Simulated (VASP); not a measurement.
A run of VASP 6.6.1 is set up as follows.

File INCAR:

```
SYSTEM = InP
PREC     = Accurate       ! precision mode
ENCUT    = 520            ! plane-wave cutoff, eV
EDIFF    = 1E-6           ! SCF threshold, eV
ISMEAR   = 0              ! smearing method
SIGMA    = 0.01           ! smearing width, eV
LREAL    = .False.        ! projectors in reciprocal space
LASPH    = .True.         ! aspherical terms in the spheres
NELM     = 80             ! most SCF steps
ALGO     = Normal         ! electronic algorithm
ISIF     = 2              ! what is computed and relaxed
LWAVE    = .False.        ! write WAVECAR
LCHARG   = .False.        ! write CHGCAR
GGA      = PS             ! functional
NBANDS   = 16             ! bands
```

The input KPOINTS:

```
regular mesh
0
Gamma
  6 6 6
  0 0 0
```

File POSCAR:

```
InP
1.0
    0.0000000000      2.8878726652      2.8878726652
    2.8878726652      0.0000000000      2.8878726652
    2.8878726652      2.8878726652      0.0000000000
In P
1 1
Direct
    0.0000000000      0.0000000000      0.0000000000
    0.7500000000      0.7500000000      0.7500000000
```

Potentials or basis: VASP PAW PBE potentials, release 64 (In_d, P).

Run with:

```bash
$ cat potpaw_PBE.64/In_d/POTCAR potpaw_PBE.64/P/POTCAR > POTCAR
$ mpirun -np 1 vasp_std > vasp.out
```

(1) Predict the pressure.

(2) Estimate the band gap on the k mesh.

Results:

(1) 4.0 GPa.

(2) 0.85 eV, direct.

Caveat: the PAW data sets were made with another functional, which shifts forces and pressure a little; spin-orbit coupling is left out, which moves the levels of the heavy elements.
